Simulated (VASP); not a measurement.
MoS2:

```xyz
6
Lattice="3.1414 0.0000 0.0000 -1.5707 2.7205 0.0000 0.0000 0.0000 11.8300" Properties=species:S:1:pos:R:3 pbc="T T T"
Mo    1.5707    0.9068    2.9575
Mo    0.0000    1.8137    8.8725
S     1.5707    0.9068    7.3487
S     0.0000    1.8137    4.4813
S     1.5707    0.9068   10.3963
S     0.0000    1.8137    1.4337
```

This cell differs from its parent crystal: strain along c alone, the other axes held: -6.0 %.

- Program: VASP 6.6.1
- Task: relaxation of the atoms
- Functional: PBEsol
- Potentials or basis: VASP PAW PBE potentials, release 64 (Mo_sv, S)
- Cutoff: 520 eV
- k mesh: 12 × 12 × 2
- Occupations: gaussian, width 0.02 eV
- Spin: no spin polarisation

At the start: pressure 4.6 GPa; volume 16.85 Å³/atom.

Question: How do energy, volume and symmetry change on relaxing?

Answer: Over 3 steps the energy falls by 6.1 meV/atom; space group P6_3/mmc (No. 194, to 0.1 Å) before and after.

Step by step:
```csv
step,energy change (eV),largest force (eV/Å),pressure (GPa)
1,0.0000,0.6253,4.58
2,-0.0366,0.0101,1.32
3,-0.0366,0.0001,1.37
```

Final structure:
```yaml
crystal:
  lattice:
    - [3.14139, 0.00000, 0.00000]
    - [-1.57069, 2.72052, 0.00000]
    - [0.00000, 0.00000, 11.82998]
  atoms:
    - { symbol: Mo, position: [0.66667, 0.33333, 0.25000] }
    - { symbol: Mo, position: [0.33333, 0.66667, 0.75000] }
    - { symbol: S, position: [0.66667, 0.33333, 0.61868] }
    - { symbol: S, position: [0.33333, 0.66667, 0.38132] }
    - { symbol: S, position: [0.66667, 0.33333, 0.88132] }
    - { symbol: S, position: [0.33333, 0.66667, 0.11868] }
```

Caveat: the cell differs from its parent crystal (strain along c alone, the other axes held: -6.0 %); the PAW data sets were made with another functional, which shifts forces and pressure a little.
